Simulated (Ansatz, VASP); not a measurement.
NbAl2: VASP beside Ansatz

```
Al Nb
1.0
     4.48461    0.00000    0.00000
    -2.24231    3.88379    0.00000
     0.00000    0.00000    2.82418
Al Nb
2 1
Direct
  0.33333 0.66667 0.50000
  0.66667 0.33333 0.50000
  0.00000 0.00000 0.00000
```

Alike in both runs: functional PBE; k mesh 12 × 12 × 16; occupations gaussian, width 0.1 eV; no spin polarisation.

Ansatz relaxed the structure, and its values are those at the end. VASP's run is a single point on that final structure, the one shown.

```csv
,VASP,Ansatz
version,VASP 6.6.1,Ansatz 0.2.0
potentials or method,"VASP PAW PBE potentials, release 64 (Al, Nb_sv), cutoff 520 eV","scalar-relativistic, plane waves, PAW"
valence electrons in the cell,19,19
```

|  | VASP | Ansatz | Ansatz less VASP |
| --- | --- | --- | --- |
| gap on the k mesh at the Fermi level (eV) | none | none | - |
| pressure (GPa) | -0.1 | 0.0 | +0.14 |

A gap of «none» marks a metal or a gap that the smearing closes. The functional is the same, so the differences come from potentials, cutoffs and numerics.
